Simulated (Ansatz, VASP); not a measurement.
One calculation of CoTeW, two programs

File INCAR:

```
SYSTEM = CoTeW
ALGO = Normal ; EDIFF = 1E-7
ENCUT = 520 ; GGA = PE
ISIF = 2 ; ISMEAR = 0
LASPH = .TRUE. ; LCHARG = .TRUE.
LELF = .TRUE. ; LREAL = .FALSE.
LVHAR = .TRUE. ; LWAVE = .FALSE.
NBANDS = 38 ; NELM = 100
PREC = Accurate ; SIGMA = 0.0442
```

The input KPOINTS:

```
k-points
0
G
  7 7 4
  0 0 0
```

Contents of POSCAR:

```
CoTeW
1.0
    5.2465680000      0.0000000000      0.0000000000
    0.0000000000      5.0552460000      0.0000000000
    0.0000000000      0.0000000000      8.8488810000
W Te Co
2 2 2
Direct
    0.0000000000      0.0000000000      0.5498000000
    0.5000000000      0.5000000000      0.4502000000
    0.0000000000      0.0000000000      0.0127000000
    0.5000000000      0.5000000000      0.9873000000
    0.0000000000      0.5000000000      0.2725000000
    0.5000000000      0.0000000000      0.7275000000
```

Input for Ansatz:

```yaml
crystal:
  lattice:
    - [5.246568, 0.0, 0.0]
    - [0.0, 5.055246, 0.0]
    - [0.0, 0.0, 8.848881]
  atoms:
    - { symbol: W, position: [0.0, 0.0, 0.5498] }
    - { symbol: W, position: [0.5, 0.5, 0.4502] }
    - { symbol: Te, position: [0.0, 0.0, 0.0127] }
    - { symbol: Te, position: [0.5, 0.5, 0.9873] }
    - { symbol: Co, position: [0.0, 0.5, 0.2725] }
    - { symbol: Co, position: [0.5, 0.0, 0.7275] }
  symmetry: { tolerance: 0.0003 }
kpoints:
  mp_grid: { grid: [7, 7, 4], shift: [0, 0, 0] }
  band_path:
    path:
      - [0.0, 0.0, 0.0]
      - [0.0, 0.5, 0.0]
      - [-0.5, 0.5, 0.0]
      - [-0.5, 0.0, 0.0]
      - [0.0, 0.0, 0.0]
      - [0.0, 0.0, 0.5]
      - [0.0, 0.5, 0.5]
      - [-0.5, 0.5, 0.5]
      - [-0.5, 0.0, 0.5]
      - [0.0, 0.0, 0.5]
      - [0.0, 0.5, 0.0]
    npoints: 6
magnetization:
  spin_polarized: false
scf:
  occupations: { method: gaussian, width: 0.0442 }
  lower_state_search: "off"
  max_iter: 200
hamiltonian:
  pseudopotentials: { kind: paw }
  xc: pbe
basis:
  ecutwfc: 420
  fft_grid_basis: typed
output:
  forces: true
  stress: true
  eigenvalues: true
  bader: true
  populations: true
  elf: true
  write_potential: true
  volumetric_format: npy
  dos:
    e_range: [-12, 8]
    de: 0.05
    projected: { site_lists: { Co: [Co], Te: [Te], W: [W] } }
checkpoint:
  read: saved_state
```

Alike in both runs: task single point; functional PBE; k mesh 7 × 7 × 4; occupations gaussian, width 0.0442 eV; no spin polarisation.

|  | VASP | Ansatz |
| --- | --- | --- |
| version | VASP 6.6.1 | Ansatz 0.2.0 |
| potentials or method | VASP PAW PBE potentials, release 64 (W_sv, Te, Co), cutoff 520 eV | PAW plane waves |
| valence electrons in the cell | 58 | 94 |

```tsv
	VASP	Ansatz	Ansatz less VASP
pressure (GPa)	-18.0	-18.0	-0.04
traceless stress, the component that is largest in VASP (GPa)	-3.96	-3.97	-0.013
rms of the force components (eV/Å)	0.524	0.528	+0.0042
```

Atom by atom the forces differ by 0.006 eV/Å (rms over components). The functional is the same, so the differences come from potentials, cutoffs and numerics. VASP's potentials hold 58 valence electrons a cell and Ansatz's 94, so a difference there can come from the potentials and not from the codes.

Neither program's run includes spin-orbit coupling.
